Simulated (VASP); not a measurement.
Runs of VASP 6.6.1 on Se. The structure is that of space group Im-3m (No. 229), or close to it. The cells are those of the table. 

```csv
task,cell,cutoff (eV),gap on the mesh (eV),pressure (GPa)
single point,"a = 2.951 Å, angles 109.5°, 1 atom",520,none,2.0
single point,"a = 2.918 Å, angles 109.5°, 1 atom",520,none,(a)
relaxation of cell and atoms,"relaxed from a = 2.431 Å, angles 109.5°, 1 atom",600,none,0.0
relaxation of cell and atoms,"relaxed to 2 GPa from a = 2.431 Å, angles 109.5°, 1 atom",600,none,2.0
single point,"a = 2.873 Å, angles 109.5°, 1 atom",520,none,10.1
relaxation of cell and atoms,"relaxed to 10 GPa from a = 2.431 Å, angles 109.5°, 1 atom",600,none,10.0
single point,"a = 3.007 Å, angles 109.5°, 1 atom",520,none,-2.0
relaxation of cell and atoms,"relaxed to -2 GPa from a = 2.431 Å, angles 109.5°, 1 atom",600,none,-2.0
relaxation of cell and atoms,"relaxed to 5 GPa from a = 2.431 Å, angles 109.5°, 1 atom",600,none,5.0
single point,"a = 2.978 Å, angles 109.5°, 1 atom",520,none,-0.1
```

Alike in all rows: level PBE; potentials or basis VASP PAW PBE potentials, release 64 (Se); no spin polarisation; k mesh 13 × 13 × 13; smearing methfessel-paxton 0.1 eV.

Question: Estimate the missing entries.

Answer: (a) 5.1.

Caveats: the cell is relaxed towards a set pressure, so the enthalpy falls and the energy may rise (some runs).

A k mesh can miss the band edges, and the runs leave out spin-orbit coupling on Se.

A gap of «none» marks levels without a gap at the run's occupations.
